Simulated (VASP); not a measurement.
# NaF (Pm-3m) in VASP: a series of runs

Runs on NaF. Level: PBE. Tasks: single point.

All numbers are computed with VASP 6.6.1; they aren't measurements. Logs are shortened: lines on timing, memory, paths and dates and some standing lists are left out, and cuts for length are marked.

### 1 The cell of the first run

The structure is cubic, space group Pm-3m (No. 221). The conventional cell has a = 2.793 Å, b = 2.793 Å, c = 2.793 Å, α = 90.00°, β = 90.00°, γ = 90.00°. Within 3.2 Å of Na (site symmetry m-3m) lie 8 F at 2.42 Å and 6 Na at 2.79 Å. F (site symmetry m-3m) has 8 Na at 2.42 Å and 6 F at 2.79 Å within 3.2 Å.

### 2 Single point, PBE

Contents of INCAR:

```
SYSTEM = NaF
PREC = Accurate ; ENCUT = 520
EDIFF = 1E-6 ; ISMEAR = 0
SIGMA = 0.01 ; LREAL = .False.
LASPH = .True. ; NELM = 80
ALGO = Normal ; ISIF = 2
LWAVE = .False. ; LCHARG = .True.
GGA = PE ; LELF = .True.
LVHAR = .True. ; NBANDS = 14
```

Contents of KPOINTS:

```
regular mesh
0
Gamma
  6 6 6
  0 0 0
```

Contents of POSCAR:

```
NaF
1.0
    2.7934851974      0.0000000000      0.0000000000
    0.0000000000      2.7934851974      0.0000000000
    0.0000000000      0.0000000000      2.7934851974
Na F
1 1
Direct
    0.0000000000      0.0000000000      0.0000000000
    0.5000000000      0.5000000000      0.5000000000
```

Potentials or basis: VASP PAW PBE potentials, release 64 (Na_pv, F).

Launch:

```bash
> cat potpaw_PBE.64/Na_pv/POTCAR potpaw_PBE.64/F/POTCAR > POTCAR
> mpirun -np 1 vasp_std > vasp.out
```

OUTCAR:

```text
SYSTEM = NaF
   PREC = Accurate
   ENCUT = 520
   EDIFF = 1E-6
   ISMEAR = 0
   LREAL = .False.
   LASPH = .True.
   NELM = 80
   ISIF = 2
   GGA = PE

 ion  position               nearest neighbor table
   1  0.000  0.000  0.000-
   2  0.500  0.500  0.500-

  LATTYP: Found a simple cubic cell.
 ALAT       =     2.7934851974

  Lattice vectors:

 A1 = (   2.7934851974,   0.0000000000,   0.0000000000)
 A2 = (   0.0000000000,   2.7934851974,   0.0000000000)
 A3 = (   0.0000000000,   0.0000000000,   2.7934851974)

Analysis of symmetry for initial positions (statically):
=====================================================================
 Subroutine PRICEL returns:
 Original cell was already a primitive cell.

 Routine SETGRP: Setting up the symmetry group for a
 simple cubic supercell.

 Subroutine GETGRP returns: Found 48 space group operations
 (whereof 48 operations were pure point group operations)
 out of a pool of 48 trial point group operations.

The static configuration has the point symmetry O_h .

Analysis of symmetry for dynamics (positions and initial velocities):
=====================================================================
 Subroutine PRICEL returns:
 Original cell was already a primitive cell.

 Routine SETGRP: Setting up the symmetry group for a
 simple cubic supercell.

 Subroutine GETGRP returns: Found 48 space group operations
 (whereof 48 operations were pure point group operations)
 out of a pool of 48 trial point group operations.

The dynamic configuration has the point symmetry O_h .

 Subroutine INISYM returns: Found 48 space group operations
 (whereof 48 operations are pure point group operations),
 and found     1 'primitive' translations

----------------------------------------------------------------------------------------

                                     Primitive cell

  volume of cell :      21.7991

  direct lattice vectors                    reciprocal lattice vectors
     2.793485197  0.000000000  0.000000000     0.357975765  0.000000000  0.000000000
     0.000000000  2.793485197  0.000000000     0.000000000  0.357975765  0.000000000
     0.000000000  0.000000000  2.793485197     0.000000000  0.000000000  0.357975765

  length of vectors
     2.793485197  2.793485197  2.793485197     0.357975765  0.357975765  0.357975765

  position of ions in fractional coordinates (direct lattice)
     0.000000000  0.000000000  0.000000000
     0.500000000  0.500000000  0.500000000

  ion indices of the primitive-cell ions
   primitive index   ion index
                 1           1
                 2           2

----------------------------------------------------------------------------------------

 KPOINTS: regular mesh

Automatic generation of k-mesh.
 Grid dimensions read from file:
 generate k-points for:    6    6    6

 Generating k-lattice:

  Cartesian coordinates                     Fractional coordinates (reciprocal lattice)
     0.059662627  0.000000000  0.000000000     0.166666667  0.000000000  0.000000000
     0.000000000  0.059662627  0.000000000     0.000000000  0.166666667  0.000000000
     0.000000000  0.000000000  0.059662627     0.000000000  0.000000000  0.166666667

  Length of vectors
     0.059662627  0.059662627  0.059662627

  Shift w.r.t. Gamma in fractional coordinates (k-lattice)
     0.000000000  0.000000000  0.000000000

 Subroutine IBZKPT returns following result:
 ===========================================

 Found     20 irreducible k-points:

 Following reciprocal coordinates:
            Coordinates               Weight
  0.000000  0.000000  0.000000      1.000000
  0.166667  0.000000  0.000000      6.000000
  0.333333  0.000000  0.000000      6.000000
  0.500000  0.000000  0.000000      3.000000
  0.166667  0.166667  0.000000     12.000000
  0.333333  0.166667  0.000000     24.000000
[... 12 lines left out ...]
  0.500000  0.500000  0.333333      6.000000
  0.500000  0.500000  0.500000      1.000000
   k-points           NKPTS =     20   k-points in BZ     NKDIM =     20   number of bands    NBANDS=     14
   number of dos      NEDOS =    301   number of ions     NIONS =      2
   total plane-waves  NPLWV =  13824
   dimension x,y,z NGX =    24 NGY =   24 NGZ =   24
   dimension x,y,z NGXF=    48 NGYF=   48 NGZF=   48
   ions per type =               1   1
   NGX,Y,Z   is equivalent  to a cutoff of  14.28, 14.28, 14.28 a.u.
   NGXF,Y,Z  is equivalent  to a cutoff of  28.57, 28.57, 28.57 a.u.
 SYSTEM =  NaF
   PREC   = accura    normal or accurate (medium, high low for compatibility)
   ISTART =      0    job   : 0-new  1-cont  2-samecut
   ICHARG =      2    charge: 1-file 2-atom 10-const
   ISPIN  =      1    spin polarized calculation?
   LNONCOLLINEAR =      F non collinear calculations
   LSORBIT =      F    spin-orbit coupling
   LASPH  =      T    aspherical Exc in radial PAW
   ENCUT  =  520.0 eV  38.22 Ry    6.18 a.u.   5.19  5.19  5.19*2*pi/ulx,y,z
   NELM   =     80;   NELMIN=  2; NELMDL= -5     # of ELM steps
   EDIFF  = 0.1E-05   stopping-criterion for ELM
   LREAL  =      F    real-space projection
   EDIFFG = 0.1E-04   stopping-criterion for IOM
   NSW    =      0    number of steps for IOM
   IBRION =     -1    ionic relax: 0-MD 1-quasi-New 2-CG
   NFREE  =      0    steps in history (QN), initial steepest desc. (CG)
   ISIF   =      2    stress and relaxation
   ISYM   =      2    0-nonsym 1-usesym 2-fastsym
   POTIM  = 0.5000    time-step for ionic-motion
   TEBEG  =    0.0;   TEEND  =   0.0 temperature during run
   PSTRESS=    0.0 pullay stress
   NELECT =      14.0000    total number of electrons
   NUPDOWN=      -1.0000    fix difference up-down
   EMIN   =  10.00;   EMAX   =-10.00  energy-range for DOS
   EFERMI =   0.00;   METHOD = LEGACY
   ISMEAR =     0;   SIGMA  =   0.01  broadening in eV -4-tet -1-fermi 0-gaus
   EFERMI_NEDOS =   21; number of points for ismear=-14 and -15
   IALGO  =     38    algorithm
   IMIX   =      4    mixing-type and parameters
     AMIX     =   0.40;   BMIX     =  1.00
     AMIX_MAG =   1.60;   BMIX_MAG =  1.00
  volume/ion in A,a.u.               =      10.90        73.55
  Fermi-wavevector in a.u.,A,eV,Ry     =   1.412444  2.669132 27.143584  1.994997
  Thomas-Fermi vector in A             =   2.534192
   LORBIT       =      0    0 simple, 1 ext, 2 COOP (PROOUT), +10 PAW based schemes
   GGA     = PE    functional components
   LHFCALC =     F    Hartree Fock is set to
   AEXX    =    0.0000 exact exchange contribution
   IVDW    =     0    specifies the selected vdW correction
   LEPSILON=     F    determine dielectric tensor
   LRPA    =     F    only Hartree local field effects (RPA)
 non-spin polarized calculation
 Gauss-broadening in eV      SIGMA  =   0.01
  energy-cutoff  :      520.00
  volume of cell :       21.80
 maximum number of plane-waves:       624
 NGX is ok and might be reduce to    24
   NGX = 11   NGY = 11   NGZ = 11

 number of electron      14.0000006 magnetization

 Free energy of the ion-electron system (eV)
  ---------------------------------------------------
  ext. energy  EPLUGINS =         0.00000000
  ---------------------------------------------------
  free energy    TOTEN  =        -8.23025118 eV

  energy without entropy =       -8.23025118  energy(sigma->0) =       -8.23025118

 E-fermi :  -0.4751     XC(G=0):  -9.9292

 val. band max:       -0.6121438483   @ k =   0.5000   0.5000   0.0000
 cond. band min:       5.4991430575   @ k =   0.0000   0.0000   0.0000
 fundamental gap:      6.1112869058
 Fermi energy:        -0.4751329703

 k-point     1 :       0.0000    0.0000    0.0000
  band No.  band energies     occupation
      1     -20.6505      2.00000
      2     -20.6505      2.00000
      3     -20.6505      2.00000
      4     -20.5072      2.00000
      5      -0.9506      2.00000
      6      -0.9506      2.00000
      7      -0.9506      2.00000
      8       5.4991      0.00000
      9      15.1638      0.00000
     10      15.1638      0.00000
     11      23.4084      0.00000
     12      23.4084      0.00000
     13      23.4084      0.00000
     14      30.6845      0.00000

 k-point     2 :       0.1667    0.0000    0.0000
  band No.  band energies     occupation
      1     -20.9957      2.00000
      2     -20.6429      2.00000
      3     -20.6429      2.00000
      4     -20.1422      2.00000
      5      -1.6507      2.00000
      6      -0.9193      2.00000
      7      -0.9193      2.00000
      8       6.3891      0.00000
      9      14.7183      0.00000
     10      15.6914      0.00000
     11      23.3145      0.00000
     12      23.3145      0.00000
     13      24.2519      0.00000
     14      28.4934      0.00000

 k-point     3 :       0.3333    0.0000    0.0000
  band No.  band energies     occupation
      1     -21.2996      2.00000
      2     -20.6276      2.00000
      3     -20.6276      2.00000
      4     -19.7925      2.00000
      5      -2.7857      2.00000
      6      -0.8559      2.00000
      7      -0.8559      2.00000
      8       8.3425      0.00000
      9      13.1426      0.00000
     10      17.2623      0.00000
     11      23.1029      0.00000
     12      23.1029      0.00000
     13      23.7618      0.00000
     14      26.3329      0.00000
[... 256 lines left out ...]
 k-point    19 :       0.5000    0.5000    0.3333
  band No.  band energies     occupation
      1     -20.8516      2.00000
      2     -20.8516      2.00000
      3     -20.7779      2.00000
      4     -19.7856      2.00000
      5      -2.3336      2.00000
      6      -2.3336      2.00000
      7      -1.8942      2.00000
      8      13.0660      0.00000
      9      14.0840      0.00000
     10      14.0840      0.00000
     11      17.8167      0.00000
     12      19.4370      0.00000
     13      19.4370      0.00000
     14      24.1273      0.00000

 k-point    20 :       0.5000    0.5000    0.5000
  band No.  band energies     occupation
      1     -20.8377      2.00000
      2     -20.8377      2.00000
      3     -20.8377      2.00000
      4     -19.7243      2.00000
      5      -2.2748      2.00000
      6      -2.2748      2.00000
      7      -2.2748      2.00000
      8      13.8213      0.00000
      9      13.8213      0.00000
     10      13.8213      0.00000
     11      18.8363      0.00000
     12      18.8363      0.00000
     13      18.8363      0.00000
     14      22.7289      0.00000

------------------------ aborting loop because EDIFF is reached ----------------------------------------

  FORCE on cell =-STRESS in cart. coord.  units (eV):
  Direction    XX          YY          ZZ          XY          YZ          ZX
  --------------------------------------------------------------------------------------
  -------------------------------------------------------------------------------------
  Total        0.5732842      0.5732842      0.5732842     -0.0000000      0.0000000      0.0000000
  in kB       42.1348467     42.1348467     42.1348467     -0.0000000      0.0000000      0.0000000
  external PRESSURE =      42.1348467 kB  Pullay stress =       0.0000000 kB

 VOLUME and BASIS-vectors are now :
 -----------------------------------------------------------------------------
  energy-cutoff  :      520.00
  volume of cell :       21.80
      direct lattice vectors                 reciprocal lattice vectors
     2.793485197  0.000000000  0.000000000     0.357975765  0.000000000  0.000000000
     0.000000000  2.793485197  0.000000000     0.000000000  0.357975765  0.000000000
     0.000000000  0.000000000  2.793485197     0.000000000  0.000000000  0.357975765

 POSITION                                       TOTAL-FORCE (eV/Angst)
 -----------------------------------------------------------------------------------
      0.00000      0.00000      0.00000         0.000000      0.000000      0.000000
      1.39674      1.39674      1.39674         0.000000      0.000000      0.000000
 -----------------------------------------------------------------------------------
    total drift:                                0.000000      0.000000     -0.000000

  FREE ENERGIE OF THE ION-ELECTRON SYSTEM (eV)
  ---------------------------------------------------
  free  energy   TOTEN  =        -8.2302511760 eV

  energy  without entropy=       -8.2302511760  energy(sigma->0) =       -8.23025118
```

Run time: 3.3 s. Hardware: 1 thread of AMD EPYC 9R45 (Zen 5), shared host; peak memory 0.1 GiB.

Results:

```yaml
Free_energy: -8.2303 eV
Pressure: 4.2 GPa
Band_gap_on_the_k_mesh: 6.11 eV (least direct gap 6.45 eV)
```

Levels at points of the mesh, in eV from the valence-band top:
```
           k point  band 5  band 6  band 7  band 8  band 9  band 10
(0.00, 0.00, 0.00)   -0.34   -0.34   -0.34    6.11   15.78    15.78
(0.50, 0.00, 0.00)   -2.66   -0.21   -0.21   10.87   11.89    19.98
(0.50, 0.50, 0.00)   -1.89   -1.89    0.00   11.99   15.30    15.30
(0.50, 0.50, 0.50)   -1.66   -1.66   -1.66   14.43   14.43    14.43
```

Caveat: the cell stands under pressure. A k mesh can miss the band edges.

### 3 Single point, PBE

Contents of INCAR:

```
ALGO = Normal
EDIFF = 1E-7
ENCUT = 520
GGA = PE
ISIF = 2
ISMEAR = 0
LASPH = True
LCHARG = True
LELF = True
LREAL = False
LVHAR = True
LWAVE = False
NBANDS = 14
NELM = 60
PREC = Accurate
SIGMA = 0.01
```

Contents of KPOINTS:

```
k-points
0
Gamma
  8 8 8
```

POSCAR is that of step 2.

Potentials or basis: VASP PAW PBE potentials, release 64 (Na_pv, F).

Launch:

```bash
> cat potpaw_PBE.64/Na_pv/POTCAR potpaw_PBE.64/F/POTCAR > POTCAR
> mpirun -np 1 vasp_std > vasp.out
```

Run time: 5.2 s. Hardware: 1 thread of AMD EPYC 9R45 (Zen 5), shared host; peak memory 0.11 GiB.

It converged, with:

| Quantity | Value |
| --- | --- |
| Free energy | -8.2303 eV |
| Pressure | 4.3 GPa |
| Band gap on the k mesh | 6.11 eV (least direct gap 6.45 eV) |

Levels at points of the mesh, in eV from the valence-band top:
```
           k point  band 5  band 6  band 7  band 8  band 9  band 10
(0.00, 0.00, 0.00)   -0.34   -0.34   -0.34    6.11   15.78    15.78
(0.50, 0.00, 0.00)   -2.66   -0.21   -0.21   10.87   11.89    19.98
(0.50, 0.50, 0.00)   -1.89   -1.89    0.00   11.99   15.30    15.30
(0.50, 0.50, 0.50)   -1.66   -1.66   -1.66   14.43   14.43    14.43
```

Caveat: the cell stands under pressure.
